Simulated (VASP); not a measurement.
A run of VASP 6.6.1 is set up as follows.

Contents of POSCAR:

```
Hf
1.0
    4.2803034231      0.0000000000      0.0000000000
   -2.1401517115      3.7068515003      0.0000000000
    0.0000000000      0.0000000000      2.6680144443
Hf
3
Direct
    0.6666666667      0.3333333333      0.5000000000
    0.3333333333      0.6666666667      0.5000000000
    0.0000000000      0.0000000000      0.0000000000
```

Contents of INCAR.step1:

```
SYSTEM = Hf
PREC     = Accurate       ! precision mode
ENCUT    = 600            ! plane-wave cutoff, eV
ISMEAR   = 0              ! smearing method
SIGMA    = 0.05           ! smearing width, eV
LREAL    = .FALSE.        ! projectors in reciprocal space
LASPH    = .TRUE.         ! aspherical terms in the spheres
NELM     = 80             ! most SCF steps
GGA      = PE             ! functional
ALGO     = Normal         ! electronic algorithm
EDIFF    = 1E-4           ! SCF threshold, eV
LWAVE    = .TRUE.         ! write WAVECAR
LCHARG   = .FALSE.        ! write CHGCAR
```

The input INCAR.step2:

```
SYSTEM = Hf
PREC     = Accurate       ! precision mode
ENCUT    = 600            ! plane-wave cutoff, eV
EDIFF    = 1E-6           ! SCF threshold, eV
ISMEAR   = 0              ! smearing method
SIGMA    = 0.05           ! smearing width, eV
LREAL    = .FALSE.        ! projectors in reciprocal space
LASPH    = .TRUE.         ! aspherical terms in the spheres
NELM     = 80             ! most SCF steps
ALGO     = Normal         ! electronic algorithm
ISIF     = 4              ! what is computed and relaxed
LWAVE    = .FALSE.        ! write WAVECAR
LCHARG   = .FALSE.        ! write CHGCAR
METAGGA  = R2SCAN         ! meta-GGA
LMIXTAU  = .TRUE.       
IBRION   = 2              ! ionic algorithm
NSW      = 60             ! ionic steps
EDIFFG   = -0.01          ! ionic threshold
ISTART   = 1
```

KPOINTS

```
Automatic mesh
0
G
  10 10 14
  0 0 0
```

Potentials or basis: VASP PAW PBE potentials, release 64 (Hf_pv).

The run is started by

```bash
$ cat potpaw_PBE.64/Hf_pv/POTCAR > POTCAR
$ cp INCAR.step1 INCAR
$ mpirun -np 1 vasp_std > vasp.out
$ cp INCAR.step2 INCAR
$ mpirun -np 1 vasp_std > vasp.out
```

Q: Estimate the band gap on the k mesh.

A: Zero (bands 15 and 16 overlap by 1.60 eV).

The path:
```csv
step,energy change (eV),largest force (eV/Å),pressure (GPa),volume (Å³)
1,0.0000,0.0000,107.53,42.33
2,0.0000,0.0000,107.42,42.33
3,-0.0002,0.0000,107.48,42.33
```

Caveat: the PAW data sets were made with another functional, which shifts forces and pressure a little; spin-orbit coupling is left out, which moves the levels of the heavy elements.
